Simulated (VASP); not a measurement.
# Na3I2 (P-62m) in VASP: a series of runs

Na3I2 is run at these levels: PBE; tasks: single point.

Everything below comes from runs of VASP 6.6.1. Logs are shortened: lines on timing, memory, paths and dates and some standing lists are left out, and cuts for length are marked.

## (1) The cell of the first run

Symmetry: P-62m, No. 189, hexagonal system. Conventional cell: a = 6.692 Å, b = 6.692 Å, c = 8.595 Å, α = 90.00°, β = 90.00°, γ = 120.00°. Na (site symmetry m2m) has 2 I at 3.02 Å and 6 Na at 3.63 to 3.98 Å within 4.0 Å. I (site symmetry 3m) has 3 Na at 3.02 Å within 4.0 Å.

The cell was generated, and may not be a known phase.

## (2) Single point, PBE

File INCAR:

```
ALGO = Normal
EDIFF = 1E-6
ENCUT = 520
GGA = PE
ISIF = 2
ISMEAR = 0
LASPH = T
LCHARG = F
LREAL = F
LWAVE = F
NBANDS = 26
NELM = 100
PREC = Accurate
SIGMA = 0.1
```

File KPOINTS:

```
k-points
0
Gamma
  6 6 4
```

File POSCAR:

```
Na3I2
1.0
    6.6920098559      0.0000000000      0.0000000000
   -3.3460049280      5.7954505376      0.0000000000
    0.0000000000      0.0000000000      8.5954991959
Na I
3 2
Direct
    0.6865465899      0.6865465899      0.0000000000
    0.3134534101      0.0000000000      0.0000000000
    0.0000000000      0.3134534101      0.0000000000
    0.0000000000      0.0000000000      0.2526139676
    0.0000000000      0.0000000000      0.7473860324
```

Potentials or basis: VASP PAW PBE potentials, release 64 (Na_pv, I).

Run with:

```console
> cat potpaw_PBE.64/Na_pv/POTCAR potpaw_PBE.64/I/POTCAR > POTCAR
> mpirun -np 1 vasp_std > vasp.out
```

OUTCAR:

```text
EDIFF = 1E-6
   ENCUT = 520
   GGA = PE
   ISIF = 2
   ISMEAR = 0
   LASPH = T
   LREAL = F
   NELM = 100
   PREC = Accurate

 ion  position               nearest neighbor table
   1  0.687  0.687  0.000-   4 3.02   5 3.02
   2  0.313  0.000  0.000-   4 3.02   5 3.02
   3  0.000  0.313  0.000-   4 3.02   5 3.02
   4  0.000  0.000  0.253-   1 3.02   2 3.02   3 3.02
   5  0.000  0.000  0.747-   1 3.02   2 3.02   3 3.02

  LATTYP: Found a hexagonal cell.
 ALAT       =     6.6920098559
 C/A-ratio  =     1.2844421005

  Lattice vectors:

 A1 = (   6.6920098559,   0.0000000000,   0.0000000000)
 A2 = (  -3.3460049280,   5.7954505376,   0.0000000000)
 A3 = (   0.0000000000,   0.0000000000,   8.5954991959)

Analysis of symmetry for initial positions (statically):
=====================================================================
 Subroutine PRICEL returns:
 Original cell was already a primitive cell.

 Routine SETGRP: Setting up the symmetry group for a
 hexagonal supercell.

 Subroutine GETGRP returns: Found 12 space group operations
 (whereof 12 operations were pure point group operations)
 out of a pool of 24 trial point group operations.

The static configuration has the point symmetry D_3h.

Analysis of symmetry for dynamics (positions and initial velocities):
=====================================================================
 Subroutine PRICEL returns:
 Original cell was already a primitive cell.

 Routine SETGRP: Setting up the symmetry group for a
 hexagonal supercell.

 Subroutine GETGRP returns: Found 12 space group operations
 (whereof 12 operations were pure point group operations)
 out of a pool of 24 trial point group operations.

The dynamic configuration has the point symmetry D_3h.

 Subroutine INISYM returns: Found 12 space group operations
 (whereof 12 operations are pure point group operations),
 and found     1 'primitive' translations

----------------------------------------------------------------------------------------

                                     Primitive cell

  volume of cell :     333.3611

  direct lattice vectors                    reciprocal lattice vectors
     6.692009856  0.000000000  0.000000000     0.149431938  0.086274569  0.000000000
    -3.346004928  5.795450538  0.000000000     0.000000000  0.172549139  0.000000000
     0.000000000  0.000000000  8.595499196     0.000000000  0.000000000  0.116339956

  length of vectors
     6.692009856  6.692009856  8.595499196     0.172549139  0.172549139  0.116339956

  position of ions in fractional coordinates (direct lattice)
     0.686546590  0.686546590  0.000000000
     0.313453410  0.000000000  0.000000000
     0.000000000  0.313453410  0.000000000
     0.000000000  0.000000000  0.252613968
     0.000000000  0.000000000  0.747386032

  ion indices of the primitive-cell ions
   primitive index   ion index
                 1           1
                 2           2
                 3           3
                 4           4
                 5           5

----------------------------------------------------------------------------------------

 KPOINTS: k-points

Automatic generation of k-mesh.
 Grid dimensions read from file:
 generate k-points for:    6    6    4

 Generating k-lattice:

  Cartesian coordinates                     Fractional coordinates (reciprocal lattice)
     0.024905323  0.014379095  0.000000000     0.166666667  0.000000000  0.000000000
     0.000000000  0.028758190  0.000000000     0.000000000  0.166666667  0.000000000
     0.000000000  0.000000000  0.029084989     0.000000000  0.000000000  0.250000000

  Length of vectors
     0.028758190  0.028758190  0.029084989

  Shift w.r.t. Gamma in fractional coordinates (k-lattice)
     0.000000000  0.000000000  0.000000000

 Subroutine IBZKPT returns following result:
 ===========================================

 Found     21 irreducible k-points:

 Following reciprocal coordinates:
            Coordinates               Weight
  0.000000  0.000000  0.000000      1.000000
  0.166667  0.000000  0.000000      6.000000
  0.333333  0.000000  0.000000      6.000000
  0.500000 -0.000000  0.000000      3.000000
  0.166667  0.166667  0.000000      6.000000
  0.333333  0.166667  0.000000     12.000000
[... 13 lines left out ...]
  0.333333  0.166667  0.500000     12.000000
  0.333333  0.333333  0.500000      2.000000
   k-points           NKPTS =     21   k-points in BZ     NKDIM =     21   number of bands    NBANDS=     26
   number of dos      NEDOS =    301   number of ions     NIONS =      5
   total plane-waves  NPLWV = 160000
   dimension x,y,z NGX =    50 NGY =   50 NGZ =   64
   dimension x,y,z NGXF=   100 NGYF=  100 NGZF=  128
   ions per type =               3   2
   NGX,Y,Z   is equivalent  to a cutoff of  12.42, 12.42, 12.38 a.u.
   NGXF,Y,Z  is equivalent  to a cutoff of  24.84, 24.84, 24.76 a.u.
 SYSTEM =  unknown system
   PREC   = accura    normal or accurate (medium, high low for compatibility)
   ISTART =      0    job   : 0-new  1-cont  2-samecut
   ICHARG =      2    charge: 1-file 2-atom 10-const
   ISPIN  =      1    spin polarized calculation?
   LNONCOLLINEAR =      F non collinear calculations
   LSORBIT =      F    spin-orbit coupling
   LASPH  =      T    aspherical Exc in radial PAW
   ENCUT  =  520.0 eV  38.22 Ry    6.18 a.u.  12.44 12.44 15.98*2*pi/ulx,y,z
   NELM   =    100;   NELMIN=  2; NELMDL= -5     # of ELM steps
   EDIFF  = 0.1E-05   stopping-criterion for ELM
   LREAL  =      F    real-space projection
   EDIFFG = 0.1E-04   stopping-criterion for IOM
   NSW    =      0    number of steps for IOM
   IBRION =     -1    ionic relax: 0-MD 1-quasi-New 2-CG
   NFREE  =      0    steps in history (QN), initial steepest desc. (CG)
   ISIF   =      2    stress and relaxation
   ISYM   =      2    0-nonsym 1-usesym 2-fastsym
   POTIM  = 0.5000    time-step for ionic-motion
   TEBEG  =    0.0;   TEEND  =   0.0 temperature during run
   PSTRESS=    0.0 pullay stress
   NELECT =      35.0000    total number of electrons
   NUPDOWN=      -1.0000    fix difference up-down
   EMIN   =  10.00;   EMAX   =-10.00  energy-range for DOS
   EFERMI =   0.00;   METHOD = LEGACY
   ISMEAR =     0;   SIGMA  =   0.10  broadening in eV -4-tet -1-fermi 0-gaus
   EFERMI_NEDOS =   21; number of points for ismear=-14 and -15
   IALGO  =     38    algorithm
   IMIX   =      4    mixing-type and parameters
     AMIX     =   0.40;   BMIX     =  1.00
     AMIX_MAG =   1.60;   BMIX_MAG =  1.00
  volume/ion in A,a.u.               =      66.67       449.93
  Fermi-wavevector in a.u.,A,eV,Ry     =   0.772312  1.459457  8.115402  0.596465
  Thomas-Fermi vector in A             =   1.873916
   LORBIT       =      0    0 simple, 1 ext, 2 COOP (PROOUT), +10 PAW based schemes
   GGA     = PE    functional components
   LHFCALC =     F    Hartree Fock is set to
   AEXX    =    0.0000 exact exchange contribution
   IVDW    =     0    specifies the selected vdW correction
   LEPSILON=     F    determine dielectric tensor
   LRPA    =     F    only Hartree local field effects (RPA)
 non-spin polarized calculation
 Gauss-broadening in eV      SIGMA  =   0.10
  energy-cutoff  :      520.00
  volume of cell :      333.36
 maximum number of plane-waves:      9043
 NGX is ok and might be reduce to    50
   NGX = 25   NGY = 25   NGZ = 31

 number of electron      34.9999980 magnetization

 Free energy of the ion-electron system (eV)
  ---------------------------------------------------
  ext. energy  EPLUGINS =         0.00000000
  ---------------------------------------------------
  free energy    TOTEN  =       -10.10315791 eV

  energy without entropy =      -10.09708481  energy(sigma->0) =      -10.10012136

 E-fermi :  -0.4110     XC(G=0):  -4.9732

 val. band max:       -0.4452094401   @ k =   0.3333   0.0000   0.5000
 cond. band min:      -0.2277227758   @ k =   0.3333   0.1667   0.0000
 fundamental gap:      0.2174866643
 Fermi energy:        -0.4109894573

 k-point     1 :       0.0000    0.0000    0.0000
  band No.  band energies     occupation
      1     -25.7346      2.00000
      2     -25.7346      2.00000
      3     -25.7337      2.00000
      4     -25.7108      2.00000
      5     -25.6928      2.00000
      6     -25.6928      2.00000
[... 18 lines left out ...]
     25       3.6183      0.00000
     26       4.0150      0.00000

 k-point     2 :       0.1667    0.0000    0.0000
  band No.  band energies     occupation
      1     -25.7367      2.00000
      2     -25.7348      2.00000
      3     -25.7312      2.00000
      4     -25.7105      2.00000
      5     -25.6932      2.00000
      6     -25.6929      2.00000
[... 18 lines left out ...]
     25       3.8922      0.00000
     26       4.0975      0.00000

 k-point     3 :       0.3333    0.0000    0.0000
  band No.  band energies     occupation
      1     -25.7382      2.00000
      2     -25.7349      2.00000
      3     -25.7289      2.00000
      4     -25.7103      2.00000
      5     -25.6939      2.00000
      6     -25.6931      2.00000
[... 18 lines left out ...]
     25       3.9309      0.00000
     26       4.5128      0.00000

 k-point     4 :       0.5000   -0.0000    0.0000
  band No.  band energies     occupation
      1     -25.7386      2.00000
      2     -25.7349      2.00000
      3     -25.7280      2.00000
      4     -25.7104      2.00000
      5     -25.6941      2.00000
      6     -25.6933      2.00000
[... 18 lines left out ...]
     25       4.3305      0.00000
     26       4.7277      0.00000

 k-point     5 :       0.1667    0.1667    0.0000
  band No.  band energies     occupation
      1     -25.7377      2.00000
      2     -25.7351      2.00000
      3     -25.7293      2.00000
      4     -25.7103      2.00000
      5     -25.6938      2.00000
      6     -25.6930      2.00000
[... 18 lines left out ...]
     25       3.8182      0.00000
     26       4.3671      0.00000

 k-point     6 :       0.3333    0.1667    0.0000
  band No.  band energies     occupation
      1     -25.7381      2.00000
      2     -25.7355      2.00000
      3     -25.7280      2.00000
      4     -25.7105      2.00000
      5     -25.6940      2.00000
      6     -25.6933      2.00000
[... 340 lines left out ...]
 k-point    18 :       0.5000   -0.0000    0.5000
  band No.  band energies     occupation
      1     -25.7386      2.00000
      2     -25.7349      2.00000
      3     -25.7281      2.00000
      4     -25.7104      2.00000
      5     -25.6941      2.00000
      6     -25.6933      2.00000
[... 18 lines left out ...]
     25       4.5278      0.00000
     26       5.1428      0.00000

 k-point    19 :       0.1667    0.1667    0.5000
  band No.  band energies     occupation
      1     -25.7377      2.00000
      2     -25.7351      2.00000
      3     -25.7293      2.00000
      4     -25.7103      2.00000
      5     -25.6938      2.00000
      6     -25.6930      2.00000
[... 18 lines left out ...]
     25       4.6406      0.00000
     26       4.7683      0.00000

 k-point    20 :       0.3333    0.1667    0.5000
  band No.  band energies     occupation
      1     -25.7381      2.00000
      2     -25.7355      2.00000
      3     -25.7280      2.00000
      4     -25.7105      2.00000
      5     -25.6940      2.00000
      6     -25.6933      2.00000
[... 18 lines left out ...]
     25       4.5827      0.00000
     26       4.6438      0.00000

 k-point    21 :       0.3333    0.3333    0.5000
  band No.  band energies     occupation
      1     -25.7369      2.00000
      2     -25.7369      2.00000
      3     -25.7275      2.00000
      4     -25.7108      2.00000
      5     -25.6937      2.00000
      6     -25.6937      2.00000
[... 18 lines left out ...]
     25       3.9958      0.00000
     26       4.8113      0.00000

------------------------ aborting loop because EDIFF is reached ----------------------------------------

  FORCE on cell =-STRESS in cart. coord.  units (eV):
  Direction    XX          YY          ZZ          XY          YZ          ZX
  --------------------------------------------------------------------------------------
  -------------------------------------------------------------------------------------
  Total        0.3564496      0.3564496      0.5782117     -0.0000000     -0.0000000      0.0000000
  in kB        1.7131440      1.7131440      2.7789617     -0.0000000     -0.0000000      0.0000000
  external PRESSURE =       2.0684165 kB  Pullay stress =       0.0000000 kB

 VOLUME and BASIS-vectors are now :
 -----------------------------------------------------------------------------
  energy-cutoff  :      520.00
  volume of cell :      333.36
      direct lattice vectors                 reciprocal lattice vectors
     6.692009856  0.000000000  0.000000000     0.149431938  0.086274569  0.000000000
    -3.346004928  5.795450538  0.000000000     0.000000000  0.172549139  0.000000000
     0.000000000  0.000000000  8.595499196     0.000000000  0.000000000  0.116339956

 POSITION                                       TOTAL-FORCE (eV/Angst)
 -----------------------------------------------------------------------------------
      2.29719      3.97885      0.00000        -0.003540     -0.006131     -0.000000
      2.09763      0.00000      0.00000         0.007079     -0.000000     -0.000000
     -1.04882      1.81660      0.00000        -0.003540      0.006131     -0.000000
      0.00000      0.00000      2.17134        -0.000000     -0.000000      0.002572
      0.00000      0.00000      6.42416        -0.000000     -0.000000     -0.002572
 -----------------------------------------------------------------------------------
    total drift:                                0.000002      0.000003      0.000000

  FREE ENERGIE OF THE ION-ELECTRON SYSTEM (eV)
  ---------------------------------------------------
  free  energy   TOTEN  =       -10.1031579091 eV

  energy  without entropy=      -10.0970848077  energy(sigma->0) =      -10.10012136
```

Run time: 2.2 min. Hardware: 1 thread of Intel Xeon Platinum 8559C (Emerald Rapids), shared host; peak memory 0.47 GiB.

What came out:

```
Free energy            : -10.1032 eV
Pressure               : 0.2 GPa
Largest force          : 0.007 eV/Å
Band gap on the k mesh : zero (an odd number of electrons rules out a gap without spin polarisation)
```

Forces in eV/Å, atoms in the order of the input:
```
Na  -0.004 -0.006  0.000
Na   0.007  0.000  0.000
Na  -0.004  0.006  0.000
I    0.000  0.000  0.003
I    0.000  0.000 -0.003
```

Levels at points of the mesh, in eV from the Fermi level:
```
           k point  band 16  band 17  band 18  band 19  band 20  band 21
(0.00, 0.00, 0.00)    -2.62    -2.02    -0.70     2.32     2.48     2.48
(0.50, 0.00, 0.00)    -2.65    -2.01     0.30     0.44     2.57     3.37
(0.00, 0.00, 0.50)    -2.72    -2.72    -0.55     1.89     2.52     2.52
(0.50, 0.00, 0.50)    -2.75    -2.73     0.34     0.52     2.67     2.99
```

Caveat: spin-orbit coupling is left out, which moves the levels of the heavy elements.

## (3) Single point, PBE

This run uses another cell than the first one, of 76.74 Å³/atom.

File INCAR:

```
SYSTEM = Na3I2
PREC     = Accurate       ! precision mode
ENCUT    = 520            ! plane-wave cutoff, eV
EDIFF    = 1E-7           ! SCF threshold, eV
ISMEAR   = 0              ! smearing method
SIGMA    = 0.1            ! smearing width, eV
LREAL    = .False.        ! projectors in reciprocal space
LASPH    = .True.         ! aspherical terms in the spheres
NELM     = 100            ! most SCF steps
ALGO     = Normal         ! electronic algorithm
ISIF     = 2              ! what is computed and relaxed
LWAVE    = .False.        ! write WAVECAR
LCHARG   = .False.        ! write CHGCAR
GGA      = PE             ! functional
NBANDS   = 26             ! bands
```

File KPOINTS:

```
Automatic mesh
0
Gamma
  6 6 4
  0 0 0
```

File POSCAR:

```
Na3I2
1.0
    6.9318365033      0.0000000000      0.0000000000
   -3.4659182517      6.0031465067      0.0000000000
    0.0000000000      0.0000000000      9.2204602935
Na I
3 2
Direct
    0.6958396462      0.6958396462      0.0000000000
    0.3041603538      0.0000000000      0.0000000000
    0.0000000000      0.3041603538      0.0000000000
    0.0000000000      0.0000000000      0.2362267191
    0.0000000000      0.0000000000      0.7637732809
```

Potentials or basis: VASP PAW PBE potentials, release 64 (Na_pv, I).

Run with:

```console
> cat potpaw_PBE.64/Na_pv/POTCAR potpaw_PBE.64/I/POTCAR > POTCAR
> mpirun -np 1 vasp_std > vasp.out
```

Wall time 3.3 min (1 thread of Intel Xeon Platinum 8559C (Emerald Rapids), shared host); peak memory 0.57 GiB.

It converged, with:

| Item | Value |
| --- | --- |
| Free energy | -10.1304 eV |
| Pressure | 0.0 GPa |
| Largest force | 0.008 eV/Å |
| Band gap on the k mesh | zero (an odd number of electrons rules out a gap without spin polarisation) |

Forces on the atoms (eV/Å):
```
Na  -0.003 -0.005  0.000
Na   0.005  0.000  0.000
Na  -0.003  0.005  0.000
I    0.000  0.000  0.008
I    0.000  0.000 -0.008
```

Levels at points of the mesh, in eV from the Fermi level:
| k point | band 15 | band 16 | band 17 | band 18 | band 19 | band 20 | band 21 | band 22 |
| --- | --- | --- | --- | --- | --- | --- | --- | --- |
| (0.00, 0.00, 0.00) | -2.68 | -2.68 | -2.25 | -0.62 | 2.27 | 2.38 | 2.38 | 2.48 |
| (0.50, 0.00, 0.00) | -2.76 | -2.70 | -2.24 | 0.31 | 0.46 | 2.45 | 3.15 | 3.29 |
| (0.00, 0.00, 0.50) | -2.71 | -2.71 | -2.57 | -0.55 | 1.94 | 2.40 | 2.40 | 2.49 |
| (0.50, 0.00, 0.50) | -2.81 | -2.74 | -2.56 | 0.32 | 0.51 | 2.50 | 3.00 | 3.40 |

Caveat: spin-orbit coupling is left out, which moves the levels of the heavy elements.

The gap in the log of VASP goes by the Fermi energy; the results here count the filled bands.